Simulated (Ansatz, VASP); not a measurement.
**Two plane-wave programs on GaN**

```
Ga N
1.0
     0.00000    2.27542    2.27542
     2.27542    0.00000    2.27542
     2.27542    2.27542    0.00000
Ga N
1 1
Cartesian
  0.0000 0.0000 0.0000
  1.1377 1.1377 1.1377
```

Alike in both runs: functional PBE; k mesh 6 × 6 × 6; occupations gaussian, width 0.1 eV; no spin polarisation.

Ansatz relaxed the structure, and its values are those at the end. VASP's run is a single point on that final structure, the one shown.

```csv
,VASP,Ansatz
version,VASP 6.6.1,Ansatz 0.2.0
potentials or method,"VASP PAW PBE potentials, release 64 (Ga_d, N), cutoff 600 eV","scalar-relativistic, plane waves, PAW"
valence electrons in the cell,18,18
```

Ansatz gave:

```
gap on the k mesh at the Fermi level (eV) : 1.53
least direct gap on the mesh (eV)         : 1.53
pressure (GPa)                            : -0.3
```

Problem. Which values does VASP return?

Solution. gap on the k mesh at the Fermi level (eV): 1.53; least direct gap on the mesh (eV): 1.53; pressure (GPa): -0.4.
